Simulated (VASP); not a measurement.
Write the native input for VASP 6.6.1 that does the following.

* Task: relaxation of the atoms
* Functional: PBE
* Potentials or basis: VASP PAW PBE potentials, release 64 (Zr_sv, N)
* Cutoff: 520 eV
* k mesh: 6 × 6 × 6
* Occupations: fermi-dirac, width 0.02 eV
* Spin: no spin polarisation
* Dipole correction: no
* Further INCAR settings: ALGO = Normal; EDIFF = 1e-07; IBRION = 2; EDIFFG = -0.02; NSW = 80

The structure of Zr3N4 lies in POSCAR:

```
Zr3N4
1.0
   -3.4360952116      3.4360952116      3.4360952116
    3.4360952116     -3.4360952116      3.4360952116
    3.4360952116      3.4360952116     -3.4360952116
Zr N
6 8
Direct
    0.2500000000      0.6250000000      0.3750000000
    0.3750000000      0.2500000000      0.6250000000
    0.7500000000      0.8750000000      0.1250000000
    0.1250000000      0.7500000000      0.8750000000
    0.6250000000      0.3750000000      0.2500000000
    0.8750000000      0.1250000000      0.7500000000
    0.1374207936      0.1374207936      0.1374207936
    0.8625792064      0.5000000000      0.0000000000
    0.5000000000      0.0000000000      0.3625792064
    0.0000000000      0.8625792064      0.5000000000
    0.3625792064      0.5000000000      0.0000000000
    0.6374207936      0.6374207936      0.6374207936
    0.0000000000      0.3625792064      0.5000000000
    0.5000000000      0.0000000000      0.8625792064
```

One way to write it, as run:

INCAR

```
SYSTEM = Zr3N4
PREC = Accurate ; ENCUT = 520
EDIFF = 1E-7 ; ISMEAR = -1
SIGMA = 0.02 ; LREAL = .False.
LASPH = .True. ; NELM = 120
ALGO = Normal ; ISIF = 2
LWAVE = .False. ; LCHARG = .False.
GGA = PE ; IBRION = 2
NSW = 80 ; EDIFFG = -0.02
GGA_COMPAT = .False. ; NELMIN = 4
KPAR = 4
```

KPOINTS

```
regular mesh
0
Gamma
  6 6 6
  0 0 0
```

Potentials or basis: VASP PAW PBE potentials, release 64 (Zr_sv, N).

Run with:

```sh
$ cat potpaw_PBE.64/Zr_sv/POTCAR potpaw_PBE.64/N/POTCAR > POTCAR
$ mpirun -np 4 vasp_std > vasp.out
```

Results of the run:

```json
{
  "Energy gained by relaxing": "6.6 meV/atom",
  "Ionic steps": "5",
  "Pressure after relaxing": "-6.2 GPa",
  "Largest force after relaxing": "0.011 eV/Å",
  "Band gap on the k mesh": "0.74 eV"
}
```

Caveat: semilocal functionals underestimate gaps, and a narrow one can read as zero.

Wall time 5.6 min on 4 MPI ranks on Oxide Virtual Turin-like Processor, on a shared host, peak memory 0.39 GiB a rank.
